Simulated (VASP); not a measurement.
# Si2Mo (I4/mmm) in VASP: single point with r2SCAN

Aim: the single point of Si2Mo with r2SCAN.

All numbers are computed with VASP 6.6.1; they aren't measurements. Logs are shortened: lines on timing, memory, paths and dates and some standing lists are left out, and cuts for length are marked.

### 1 The cell of the first run

It takes space group I4/mmm (No. 139, tetragonal). The conventional cell has a = 3.190 Å, b = 3.190 Å, c = 7.821 Å, α = 90.00°, β = 90.00°, γ = 90.00°. Si (site symmetry 4mm) has 9 Si at 2.58 to 3.19 Å and 5 Mo at 2.60 to 2.62 Å within 3.4 Å. Within 3.4 Å of Mo (site symmetry 4/mmm) lie 10 Si at 2.60 to 2.62 Å and 4 Mo at 3.19 Å.

### 2 Single point, r2SCAN

The input, POSCAR:

```
Si2Mo
1.0
   -1.5951907422      1.5951907422      3.9106688840
    1.5951907422     -1.5951907422      3.9106688840
    1.5951907422      1.5951907422     -3.9106688840
Si Mo
2 1
Direct
    0.6649355265      0.6649355265      0.0000000000
    0.3350644735      0.3350644735      0.0000000000
    0.0000000000      0.0000000000      0.0000000000
```

The input, INCAR.step1:

```
SYSTEM = Si2Mo
PREC = Accurate
ENCUT = 520
ISMEAR = 0
SIGMA = 0.1
LREAL = .FALSE.
LASPH = .TRUE.
NELM = 80
NBANDS = 18
GGA = PE
ALGO = Normal
EDIFF = 1E-4
LWAVE = .TRUE.
LCHARG = .FALSE.
```

The input, INCAR.step2:

```
SYSTEM = Si2Mo
PREC = Accurate
ENCUT = 520
EDIFF = 1E-6
ISMEAR = 0
SIGMA = 0.1
LREAL = .FALSE.
LASPH = .TRUE.
NELM = 80
ALGO = Normal
ISIF = 2
LWAVE = .FALSE.
LCHARG = .TRUE.
METAGGA = R2SCAN
LMIXTAU = .TRUE.
LELF = .TRUE.
LVHAR = .TRUE.
NBANDS = 18
ISTART = 1
```

The input, KPOINTS:

```
Automatic mesh
0
G
  18 18 18
  0 0 0
```

Potentials or basis: VASP PAW PBE potentials, release 64 (Si, Mo_sv).

Command:

```sh
cat potpaw_PBE.64/Si/POTCAR potpaw_PBE.64/Mo_sv/POTCAR > POTCAR
cp INCAR.step1 INCAR
mpirun -np 1 vasp_std > vasp.out
cp INCAR.step2 INCAR
mpirun -np 1 vasp_std > vasp.out
```

OUTCAR:

```text
SYSTEM = Si2Mo
   PREC = Accurate
   ENCUT = 520
   EDIFF = 1E-6
   ISMEAR = 0
   LREAL = .FALSE.
   LASPH = .TRUE.
   NELM = 80
   ISIF = 2
   METAGGA = R2SCAN
   ISTART = 1

 ion  position               nearest neighbor table
   1  0.665  0.665  0.000-   2 2.58   3 2.60   3 2.60   3 2.60   3 2.60   2 2.62   2 2.62   2 2.62
                             2 2.62   3 2.62
   2  0.335  0.335  0.000-   1 2.58   3 2.60   3 2.60   3 2.60   3 2.60   1 2.62   1 2.62   1 2.62
                             1 2.62   3 2.62
   3  0.000  0.000  0.000-   1 2.60   2 2.60   1 2.60   2 2.60   1 2.60   2 2.60   2 2.60   1 2.60
                             1 2.62   2 2.62

  LATTYP: Found a body centered tetragonal cell.
 ALAT       =     3.1903814844
 C/A-ratio  =     2.4515368479

  Lattice vectors:

 A1 = (  -1.5951907422,   1.5951907422,   3.9106688840)
 A2 = (   1.5951907422,  -1.5951907422,   3.9106688840)
 A3 = (   1.5951907422,   1.5951907422,  -3.9106688840)

Analysis of symmetry for initial positions (statically):
=====================================================================
 Subroutine PRICEL returns:
 Original cell was already a primitive cell.

 Routine SETGRP: Setting up the symmetry group for a
 body centered tetragonal supercell.

 Subroutine GETGRP returns: Found 16 space group operations
 (whereof 16 operations were pure point group operations)
 out of a pool of 16 trial point group operations.

The static configuration has the point symmetry D_4h.

Analysis of symmetry for dynamics (positions and initial velocities):
=====================================================================
 Subroutine PRICEL returns:
 Original cell was already a primitive cell.

 Routine SETGRP: Setting up the symmetry group for a
 body centered tetragonal supercell.

 Subroutine GETGRP returns: Found 16 space group operations
 (whereof 16 operations were pure point group operations)
 out of a pool of 16 trial point group operations.

The dynamic configuration has the point symmetry D_4h.

 Subroutine INISYM returns: Found 16 space group operations
 (whereof 16 operations are pure point group operations),
 and found     1 'primitive' translations

----------------------------------------------------------------------------------------

                                     Primitive cell

  volume of cell :      39.8049

  direct lattice vectors                    reciprocal lattice vectors
    -1.595190742  1.595190742  3.910668884     0.000000000  0.313442140  0.127855366
     1.595190742 -1.595190742  3.910668884     0.313442140  0.000000000  0.127855366
     1.595190742  1.595190742 -3.910668884     0.313442140  0.313442140  0.000000000

  length of vectors
     4.514709086  4.514709086  4.514709086     0.338515834  0.338515834  0.443274125

  position of ions in fractional coordinates (direct lattice)
     0.664935527  0.664935527  0.000000000
     0.335064473  0.335064473  0.000000000
     0.000000000  0.000000000  0.000000000

  ion indices of the primitive-cell ions
   primitive index   ion index
                 1           1
                 2           2
                 3           3

----------------------------------------------------------------------------------------

 KPOINTS: Automatic mesh

Automatic generation of k-mesh.
 Grid dimensions read from file:
 generate k-points for:   18   18   18

 Generating k-lattice:

  Cartesian coordinates                     Fractional coordinates (reciprocal lattice)
     0.000000000  0.017413452  0.007103076     0.055555556 -0.000000000  0.000000000
     0.017413452  0.000000000  0.007103076    -0.000000000  0.055555556  0.000000000
     0.017413452  0.017413452  0.000000000     0.000000000  0.000000000  0.055555556

  Length of vectors
     0.018806435  0.018806435  0.024626340

  Shift w.r.t. Gamma in fractional coordinates (k-lattice)
     0.000000000  0.000000000  0.000000000

 Subroutine IBZKPT returns following result:
 ===========================================

 Found    480 irreducible k-points:

 Following reciprocal coordinates:
            Coordinates               Weight
  0.000000  0.000000  0.000000      1.000000
  0.055556  0.000000  0.000000      8.000000
  0.111111  0.000000  0.000000      8.000000
  0.166667 -0.000000  0.000000      8.000000
  0.222222  0.000000 -0.000000      8.000000
  0.277778  0.000000  0.000000      8.000000
[... 16 lines left out ...]
 -0.277778  0.055556  0.000000     16.000000
 -0.222222  0.055556  0.000000     16.000000
 [... further k-points ...]
   k-points           NKPTS =    480   k-points in BZ     NKDIM =    480   number of bands    NBANDS=     18
   number of dos      NEDOS =    301   number of ions     NIONS =      3
   total plane-waves  NPLWV =  46656
   dimension x,y,z NGX =    36 NGY =   36 NGZ =   36
   dimension x,y,z NGXF=    72 NGYF=   72 NGZF=   72
   ions per type =               2   1
   NGX,Y,Z   is equivalent  to a cutoff of  13.26, 13.26, 13.26 a.u.
   NGXF,Y,Z  is equivalent  to a cutoff of  26.51, 26.51, 26.51 a.u.
 SYSTEM =  Si2Mo
   PREC   = accura    normal or accurate (medium, high low for compatibility)
   ISTART =      1    job   : 0-new  1-cont  2-samecut
   ICHARG =      0    charge: 1-file 2-atom 10-const
   ISPIN  =      1    spin polarized calculation?
   LNONCOLLINEAR =      F non collinear calculations
   LSORBIT =      F    spin-orbit coupling
   LASPH  =      T    aspherical Exc in radial PAW
   ENCUT  =  520.0 eV  38.22 Ry    6.18 a.u.   8.39  8.39  8.39*2*pi/ulx,y,z
   NELM   =     80;   NELMIN=  2; NELMDL=  0     # of ELM steps
   EDIFF  = 0.1E-05   stopping-criterion for ELM
   LREAL  =      F    real-space projection
   EDIFFG = 0.1E-04   stopping-criterion for IOM
   NSW    =      0    number of steps for IOM
   IBRION =     -1    ionic relax: 0-MD 1-quasi-New 2-CG
   NFREE  =      0    steps in history (QN), initial steepest desc. (CG)
   ISIF   =      2    stress and relaxation
   ISYM   =      2    0-nonsym 1-usesym 2-fastsym
   POTIM  = 0.5000    time-step for ionic-motion
   TEBEG  =    0.0;   TEEND  =   0.0 temperature during run
   PSTRESS=    0.0 pullay stress
   NELECT =      22.0000    total number of electrons
   NUPDOWN=      -1.0000    fix difference up-down
   EMIN   =  10.00;   EMAX   =-10.00  energy-range for DOS
   EFERMI =   0.00;   METHOD = LEGACY
   ISMEAR =     0;   SIGMA  =   0.10  broadening in eV -4-tet -1-fermi 0-gaus
   EFERMI_NEDOS =   21; number of points for ismear=-14 and -15
   IALGO  =     38    algorithm
   IMIX   =      4    mixing-type and parameters
     AMIX     =   0.40;   BMIX     =  1.00
     AMIX_MAG =   1.60;   BMIX_MAG =  1.00
  volume/ion in A,a.u.               =      13.27        89.54
  Fermi-wavevector in a.u.,A,eV,Ry     =   1.343498  2.538843 24.558331  1.804986
  Thomas-Fermi vector in A             =   2.471567
   LORBIT       =      0    0 simple, 1 ext, 2 COOP (PROOUT), +10 PAW based schemes
   METAGGA = R2SCAN    functional components
   LHFCALC =     F    Hartree Fock is set to
   AEXX    =    0.0000 exact exchange contribution
   IVDW    =     0    specifies the selected vdW correction
   LEPSILON=     F    determine dielectric tensor
   LRPA    =     F    only Hartree local field effects (RPA)
 non-spin polarized calculation
 Gauss-broadening in eV      SIGMA  =   0.10
  energy-cutoff  :      520.00
  volume of cell :       39.80
 maximum number of plane-waves:      1104
 NGX is ok and might be reduce to    36
   NGX = 17   NGY = 17   NGZ = 17

 number of electron      22.0000000 magnetization

 Free energy of the ion-electron system (eV)
  ---------------------------------------------------
  ext. energy  EPLUGINS =         0.00000000
  ---------------------------------------------------
  free energy    TOTEN  =       -45.01467479 eV

  energy without entropy =      -45.01363495  energy(sigma->0) =      -45.01415487

 E-fermi :  12.4210     XC(G=0): -13.4428

 val. band max:       12.4170985248   @ k =  -0.1667  -0.1667   0.1111
 cond. band min:      12.4276551844   @ k =  -0.2778  -0.2778   0.2222
 fundamental gap:      0.0105566596
 Fermi energy:        12.4209811530

 k-point     1 :       0.0000    0.0000    0.0000
  band No.  band energies     occupation
      1     -50.1996      2.00000
      2     -23.6489      2.00000
      3     -23.5501      2.00000
      4     -23.5501      2.00000
      5      -1.8511      2.00000
      6       5.5799      2.00000
[... 10 lines left out ...]
     17      17.8675      0.00000
     18      17.8675      0.00000

 k-point     2 :       0.0556    0.0000    0.0000
  band No.  band energies     occupation
      1     -50.1989      2.00000
      2     -23.6482      2.00000
      3     -23.5591      2.00000
      4     -23.5492      2.00000
      5      -1.7908      2.00000
      6       5.5867      2.00000
[... 10 lines left out ...]
     17      17.9053      0.00000
     18      18.2710      0.00000

 k-point     3 :       0.1111    0.0000    0.0000
  band No.  band energies     occupation
      1     -50.1970      2.00000
      2     -23.6463      2.00000
      3     -23.5850      2.00000
      4     -23.5468      2.00000
      5      -1.6111      2.00000
      6       5.5963      2.00000
[... 10 lines left out ...]
     17      18.1022      0.00000
     18      19.1430      0.00000

 k-point     4 :       0.1667   -0.0000    0.0000
  band No.  band energies     occupation
      1     -50.1941      2.00000
      2     -23.6434      2.00000
      3     -23.6242      2.00000
      4     -23.5430      2.00000
      5      -1.3165      2.00000
      6       5.5690      2.00000
[... 375 lines left out ...]
      4     -23.5372      2.00000
      5       0.1404      2.00000
      6       4.6268      2.00000
[... 10 lines left out ...]
     17      20.0209      0.00000
     18      21.3946      0.00000

 k-point    23 :      -0.2778    0.0556    0.0000
  band No.  band energies     occupation
      1     -50.1861      2.00000
      2     -23.7220      2.00000
      3     -23.6333      2.00000
      4     -23.5420      2.00000
      5      -0.4362      2.00000
      6       5.2584      2.00000
[... 10 lines left out ...]
     17      19.7807      0.00000
     18      21.1744      0.00000

 k-point    24 :      -0.2222    0.0556    0.0000
  band No.  band energies     occupation
      1     -50.1899      2.00000
      2     -23.6714      2.00000
      3     -23.6373      2.00000
      4     -23.5470      2.00000
      5      -0.9232      2.00000
      6       5.6873      2.00000
[... 10 lines left out ...]
     17      19.0765      0.00000
     18      21.3941      0.00000

 [... further k-points ...]

------------------------ aborting loop because EDIFF is reached ----------------------------------------

  FORCE on cell =-STRESS in cart. coord.  units (eV):
  Direction    XX          YY          ZZ          XY          YZ          ZX
  --------------------------------------------------------------------------------------
  -------------------------------------------------------------------------------------
  Total        0.5695848      0.5695848      0.2067151      0.0000000      0.0000000      0.0000000
  in kB       22.9262324     22.9262324      8.3204457      0.0000000      0.0000000      0.0000000
  external PRESSURE =      18.0576369 kB  Pullay stress =       0.0000000 kB

 VOLUME and BASIS-vectors are now :
 -----------------------------------------------------------------------------
  energy-cutoff  :      520.00
  volume of cell :       39.80
      direct lattice vectors                 reciprocal lattice vectors
    -1.595190742  1.595190742  3.910668884     0.000000000  0.313442140  0.127855366
     1.595190742 -1.595190742  3.910668884     0.313442140  0.000000000  0.127855366
     1.595190742  1.595190742 -3.910668884     0.313442140  0.313442140  0.000000000

 POSITION                                       TOTAL-FORCE (eV/Angst)
 -----------------------------------------------------------------------------------
      0.00000      0.00000      5.20069         0.000000      0.000000     -0.012278
      0.00000      0.00000      2.62065        -0.000000     -0.000000      0.012278
      0.00000      0.00000      0.00000        -0.000000     -0.000000     -0.000000
 -----------------------------------------------------------------------------------
    total drift:                               -0.000000      0.000000     -0.000000

  FREE ENERGIE OF THE ION-ELECTRON SYSTEM (eV)
  ---------------------------------------------------
  free  energy   TOTEN  =       -45.0146747857 eV

  energy  without entropy=      -45.0136349498  energy(sigma->0) =      -45.01415487
```

It took 34 min on 1 thread of Intel Xeon 8259CL, shared host; peak memory 0.47 GiB.

Results:

- Free energy: -45.0147 eV
- Pressure: 1.8 GPa
- Largest force: 0.012 eV/Å
- Band gap on the k mesh: zero (bands 11 and 12 overlap by 1.03 eV)

Forces on the atoms (eV/Å):
```
Si   0.000  0.000 -0.012
Si   0.000  0.000  0.012
Mo   0.000  0.000  0.000
```

Caveat: the PAW data sets were made with another functional, which shifts forces and pressure a little.
